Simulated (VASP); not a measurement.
Set up this calculation in VASP 6.6.1, as the native input.

- Task: single point
- Functional: PBEsol
- Potentials or basis: VASP PAW PBE potentials, release 64 (Si, C)
- Cutoff: 520 eV
- k mesh: 12 × 12 × 12
- Occupations: gaussian, width 0.05 eV
- Spin: no spin polarisation
- Dipole correction: no
- Further INCAR settings: ALGO = Normal; EDIFF = 1e-06; NBANDS = 11

The structure of SiC lies in POSCAR:

```
SiC
1.0
    0.0000000000      2.1494806652      2.1494806652
    2.1494806652      0.0000000000      2.1494806652
    2.2080898380      2.2080898380     -0.0586091728
Si C
1 1
Direct
    0.0000000000      0.0000000000      0.0000000000
    0.7500000000      0.7500000000      0.7500000000
```

One way to write it, as run:

INCAR

```
PREC = Accurate
ENCUT = 520
EDIFF = 1E-6
ISMEAR = 0
SIGMA = 0.05
LREAL = False
LASPH = True
NELM = 60
ALGO = Normal
ISIF = 2
LWAVE = False
LCHARG = False
GGA = PS
NBANDS = 11
```

KPOINTS

```
Automatic mesh
0
Gamma
  12 12 12
```

Potentials or basis: VASP PAW PBE potentials, release 64 (Si, C).

The run is started by

```sh
$ cat potpaw_PBE.64/Si/POTCAR potpaw_PBE.64/C/POTCAR > POTCAR
$ mpirun -np 1 vasp_std > vasp.out
```

It gave:

| Quantity | Value |
| --- | --- |
| Pressure | 0.8 GPa |
| Largest force | 0.321 eV/Å |
| Band gap on the k mesh | 1.12 eV, indirect (least direct gap 4.21 eV) |

Caveat: the PAW data sets were made with another functional, which shifts forces and pressure a little.

Run time: 18 s on 1 thread of Intel Xeon 6975P-C, on a shared host, peak memory 0.16 GiB.
